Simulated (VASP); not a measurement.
Set up this calculation in VASP 6.6.1, as the native input.

```yaml
Task: single point
Functional: LDA
Potentials_or_basis: VASP PAW LDA potentials, release 64 (Ir)
Cutoff: 520 eV
k_mesh: 1 × 4 × 2
Occupations: methfessel-paxton, width 0.15 eV
Spin: no spin polarisation
Dipole_correction: no
Further_INCAR_settings: ALGO = Normal; EDIFF = 1e-06; NBANDS = 16
```

The structure of Ir lies in POSCAR:

```
Ir
1.0
   12.2384552500      0.0000000000      0.0000000000
    0.0000000000      2.2334312600      0.0000000000
    0.0000000000      0.0000000000      7.1930008000
Ir
2
Direct
    0.2500000000      0.0000000000      0.1639884000
    0.7500000000      0.0000000000      0.8360116000
```

One way to write it, as run:

INCAR

```
ALGO = Normal ; EDIFF = 1E-6
ENCUT = 520 ; ISIF = 2
ISMEAR = 1 ; LASPH = True
LCHARG = False ; LREAL = False
LWAVE = False ; NBANDS = 16
NELM = 60 ; PREC = Accurate
SIGMA = 0.15
```

KPOINTS

```
k-points
0
Gamma
  1 4 2
```

Potentials or basis: VASP PAW LDA potentials, release 64 (Ir).

The run is started by

```bash
$ cat potpaw_LDA.64/Ir/POTCAR > POTCAR
$ mpirun -np 1 vasp_std > vasp.out
```

Results of the run:

| Quantity | Value |
| --- | --- |
| Pressure | 0.2 GPa |
| Band gap on the k mesh | zero (band 9 reaches -1.54 eV, above the bottom of band 10 at -5.20 eV) |

Caveat: the k points lie up to 0.70 Å⁻¹ apart; spin-orbit coupling is left out, which moves the levels of the heavy elements.

Run time: 11 s on 1 thread of Intel(R) Xeon(R) Platinum 8559C (Emerald Rapids), on a shared host, peak memory 0.22 GiB.
